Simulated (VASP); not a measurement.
Input of a VASP 6.6.1 run:

Contents of INCAR:

```
SYSTEM = Sb2Pt
PREC = Accurate
ENCUT = 600
EDIFF = 1E-6
ISMEAR = 0
SIGMA = 0.1
LREAL = .FALSE.
LASPH = .TRUE.
NELM = 100
ALGO = Normal
ISIF = 3
LWAVE = .FALSE.
LCHARG = .FALSE.
GGA = PE
IBRION = 2
NSW = 70
EDIFFG = -0.02
```

Contents of KPOINTS:

```
Automatic mesh
0
G
  6 6 6
  0 0 0
```

POSCAR

```
Sb2Pt
1.0
    6.4997749300      0.0000000000      0.0000000000
    0.0000000000      6.4997749300      0.0000000000
    0.0000000000      0.0000000000      6.4997749300
Sb Pt
8 4
Direct
    0.3752527800      0.1247472200      0.8752527800
    0.1247472200      0.8752527800      0.3752527800
    0.8752527800      0.3752527800      0.1247472200
    0.6247472200      0.6247472200      0.6247472200
    0.3752527800      0.3752527800      0.3752527800
    0.1247472200      0.6247472200      0.8752527800
    0.8752527800      0.1247472200      0.6247472200
    0.6247472200      0.8752527800      0.1247472200
    0.0000000000      0.5000000000      0.5000000000
    0.5000000000      0.5000000000      0.0000000000
    0.5000000000      0.0000000000      0.5000000000
    0.0000000000      0.0000000000      0.0000000000
```

Potentials or basis: VASP PAW PBE potentials, release 64 (Sb, Pt).

The run is started by

```bash
$ cat potpaw_PBE.64/Sb/POTCAR potpaw_PBE.64/Pt/POTCAR > POTCAR
$ mpirun -np 1 vasp_std > vasp.out
```

Task: Estimate the space group after relaxing (to 0.05 Å).

Result: Pa-3 (No. 205).

Task: What does it give for the relaxed volume?

Result: 23.39 Å³/atom.

Task: Predict the relaxed cell.

Result: a = 6.547 Å, b = 6.547 Å, c = 6.547 Å, α = 90.00°, β = 90.00°, γ = 90.00°.

Step by step:
| step | energy change (eV) | largest force (eV/Å) | pressure (GPa) | volume (Å³) |
| --- | --- | --- | --- | --- |
| 1 | 0.0000 | 0.1079 | 2.46 | 274.60 |
| 2 | 0.0274 | 0.0194 | -2.84 | 288.80 |
| 3 | -0.0467 | 0.0480 | -0.02 | 280.74 |
| 4 | -0.0472 | 0.0200 | -0.02 | 280.67 |
| 5 | -0.0474 | 0.0003 | -0.01 | 280.62 |
